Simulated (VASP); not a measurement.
Runs of VASP 6.6.1 on TiC. The structure is that of space group Fm-3m (No. 225), or close to it. The cells are those of the table. 

```tsv
task	cell	gap on the mesh (eV)	pressure (GPa)
single point	a = 3.091, b = 3.091, c = 3.060 Å, angles 60.3, 60.3, 59.3°, 2 atoms	none	(b)
single point	a = 3.015 Å, angles 62.0°, 2 atoms	none	-5.7
single point	a = 3.045 Å, angles 60.7°, 2 atoms	none	-5.9
electric field gradients	a = 3.076, b = 3.076, c = 3.091 Å, angles 59.8, 59.8, 60.3°, 2 atoms	none	-10.5
single point	a = 3.030, b = 3.030, c = 2.999 Å, angles 60.3, 60.3, 59.3°, 2 atoms	none	4.9
electric field gradients	a = 3.076 Å, angles 59.3°, 2 atoms	none	-5.9
single point	a = 3.015, b = 3.015, c = 3.060 Å, angles 59.5, 59.5, 61.0°, 2 atoms	none	(a)
electric field gradients	a = 3.076, b = 3.076, c = 3.060 Å, angles 60.2, 60.2, 59.7°, 2 atoms	none	-8.2
```

Alike in all rows: level PBEsol; potentials or basis VASP PAW PBE potentials, release 64 (Ti_sv, C); no spin polarisation; k mesh 16 × 16 × 16; cutoff (eV) 520; smearing fermi-dirac 0.03 eV.

Question: Estimate the missing entries.

Answer: (a) 2.3; (b) -10.3.

Caveats: the PAW data sets were made with another functional, which shifts forces and pressure a little.

A gap of «none» marks levels without a gap at the run's occupations.
